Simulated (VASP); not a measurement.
## KBr: single point with PBE

The system is KBr.

```
K Br
1.0
     0.00000    3.29250    3.29250
     3.29250    0.00000    3.29250
     3.29250    3.29250    0.00000
K Br
1 1
Direct
  0.00000 0.00000 0.00000
  0.43289 0.50000 0.50000
```

This cell differs from its parent crystal: all Br atoms moved +0.312 Å, as atom 2 towards its neighbour atom 2 (Br) at 4.656 Å.

```yaml
Program: VASP 6.6.1
Task: single point
Functional: PBE
Potentials_or_basis: VASP PAW PBE potentials, release 64 (K_sv, Br)
Cutoff: 520 eV
k_mesh: 6 × 6 × 6
Occupations: gaussian, width 0.05 eV
Spin: no spin polarisation
Dipole_correction: no
Further_INCAR_settings: ALGO = Normal; EDIFF = 1e-07; NBANDS = 15
```

```yaml
Pressure: 1.4 GPa
Largest_force: 0.429 eV/Å
Band_gap_on_the_k_mesh: 4.48 eV, direct
```

Forces on the atoms (eV/Å):
```
K    0.000 -0.303 -0.303
Br   0.000  0.303  0.303
```

Stress tensor (GPa, compression positive):
```
 0.73  0.00  0.00
 0.00  1.79 -0.29
 0.00 -0.29  1.79
```

Levels at points of the mesh, in eV from the valence-band top:
| k point | band 5 | band 6 | band 7 | band 8 | band 9 | band 10 | band 11 | band 12 |
| --- | --- | --- | --- | --- | --- | --- | --- | --- |
| (0.00, 0.00, 0.00) | -11.17 | -0.01 | 0.00 | 0.00 | 4.48 | 7.62 | 7.73 | 7.80 |
| (0.50, 0.00, 0.00) | -10.94 | -1.16 | -0.33 | -0.31 | 6.62 | 8.30 | 9.51 | 9.81 |
| (0.00, 0.50, 0.00) | -10.91 | -1.16 | -0.30 | -0.27 | 6.56 | 8.13 | 9.49 | 9.54 |
| (0.50, 0.50, 0.00) | -11.18 | -0.78 | -0.29 | -0.26 | 5.95 | 7.23 | 8.95 | 9.46 |
| (0.00, 0.50, 0.50) | -11.18 | -0.80 | -0.29 | -0.28 | 6.00 | 7.19 | 9.45 | 9.59 |

Run time: 79 s on 1 thread of Intel Xeon 8259CL, on a shared host, peak memory 0.23 GiB.

Caveat: the cell differs from its parent crystal (all Br atoms moved +0.312 Å, as atom 2 towards its neighbour atom 2 (Br) at 4.656 Å).
